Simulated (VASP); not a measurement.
Input of a VASP 6.6.1 run:

The input INCAR:

```
SYSTEM = SiNi2
  PREC = Accurate
  ENCUT = 520
  EDIFF = 1E-7
  ISMEAR = 0
  SIGMA = 0.1
  LREAL = .False.
  LASPH = .True.
  NELM = 60
  ALGO = Fast
  ISIF = 2
  LWAVE = .False.
  LCHARG = .True.
  GGA = PS
  LELF = .True.
  LVHAR = .True.
  NBANDS = 33
```

The input KPOINTS:

```
regular mesh
0
Gamma
  12 12 8
  0 0 0
```

POSCAR

```
SiNi2
1.0
    3.8340825591      0.0000000000      0.0000000000
   -1.9170412795      3.3204128964      0.0000000000
    0.0000000000      0.0000000000      4.8553970946
Si Ni
2 4
Direct
    0.3333333333      0.6666666667      0.7500000000
    0.6666666667      0.3333333333      0.2500000000
    0.0000000000      0.0000000000      0.0000000000
    0.0000000000      0.0000000000      0.5000000000
    0.3333333333      0.6666666667      0.2500000000
    0.6666666667      0.3333333333      0.7500000000
```

Potentials or basis: VASP PAW PBE potentials, release 64 (Si, Ni).

Launch:

```sh
$ cat potpaw_PBE.64/Si/POTCAR potpaw_PBE.64/Ni/POTCAR > POTCAR
$ mpirun -np 1 vasp_std > vasp.out
```

(1) Predict the pressure.

(2) Predict the band gap on the k mesh.

Results:

(1) 7.5 GPa.

(2) zero (bands 24 and 25 overlap by 3.51 eV).

Caveat: the cell stands under pressure; the PAW data sets were made with another functional, which shifts forces and pressure a little.
